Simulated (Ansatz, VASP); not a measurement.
# Two plane-wave programs on TiO2

```
Ti O
1.0
     5.16878    0.00000    0.00000
     0.00000    9.25522    0.00000
     0.00000    0.00000    5.50096
Ti O
8 16
Cartesian
  0.7130 1.1938 4.9950
  3.2974 3.4338 0.5060
  4.4558 5.8214 3.2565
  1.8714 8.0614 2.2445
  4.4558 8.0614 0.5060
  1.8714 5.8214 4.9950
  0.7130 3.4338 2.2445
  3.2974 1.1938 3.2565
  2.3983 2.1269 4.9057
  4.9827 2.5007 0.5953
  2.7704 6.7545 3.3458
  0.1860 7.1283 2.1552
  2.7704 7.1283 0.5953
  0.1860 6.7545 4.9057
  2.3983 2.5007 2.1552
  4.9827 2.1269 3.3458
  4.2226 0.0940 4.6849
  1.6382 4.5336 0.8161
  0.9462 4.7216 3.5666
  3.5306 9.1612 1.9344
  0.9462 9.1612 0.8161
  3.5306 4.7216 4.6849
  4.2226 4.5336 1.9344
  1.6382 0.0940 3.5666
```

Alike in both runs: functional PBE; k mesh 4 × 2 × 4; occupations gaussian, width 0.1 eV; no spin polarisation.

Ansatz relaxed the structure, and its values are those at the end. VASP's run is a single point on that final structure, the one shown.

|  | VASP | Ansatz |
| --- | --- | --- |
| version | VASP 6.6.1 | Ansatz 0.2.0 |
| potentials or method | VASP PAW PBE potentials, release 64 (Ti_sv, O), cutoff 520 eV | scalar-relativistic, plane waves, PAW |
| valence electrons in the cell | 192 | 192 |

```tsv
	VASP	Ansatz	Ansatz less VASP
gap on the k mesh at the Fermi level (eV)	2.37	2.39	+0.021
least direct gap on the mesh (eV)	2.37	2.39	+0.021
pressure (GPa)	0.9	0.2	-0.68
rms of the force components (eV/Å)	0.023	0.002	-0.0202
```

With one functional, cell and mesh, what is left measures potentials, basis and numerics.
